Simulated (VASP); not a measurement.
Sn, 2 atoms in the cell. It takes space group I4_1/amd (No. 141, tetragonal). Conventional cell: a = 4.590 Å, b = 4.590 Å, c = 7.465 Å, α = 90.00°, β = 90.00°, γ = 90.00°. Within 3.9 Å of Sn (site symmetry -4m2) lie 4 Sn at 2.96 Å.  This cell differs from its parent crystal: strain +0.1500 x Voigt [0, 0, 1, 0, 0, 0].

```yaml
Program: VASP 6.6.1
Task: single point
Functional: PBEsol
Potentials_or_basis: VASP PAW PBE potentials, release 64 (Sn_d)
Cutoff: 520 eV
k_mesh: 12 × 12 × 12
Occupations: gaussian, width 0.15 eV
Spin: no spin polarisation
Dipole_correction: no
Further_INCAR_settings: ALGO = Fast; EDIFF = 1e-07; NBANDS = 21
```

Potentials or basis: VASP PAW PBE potentials, release 64 (Sn_d).

Command:

```console
$ cat potpaw_PBE.64/Sn_d/POTCAR > POTCAR
$ mpirun -np 1 vasp_std > vasp.out
```

Hardware: 1 thread of Intel Xeon 8259CL, on a shared host.

How long does it take, and how much memory?

Wall time 11 min on 1 thread of Intel Xeon 8259CL (shared host), peak memory 0.38 GiB. Counts: scf iterations 15, k points 163.
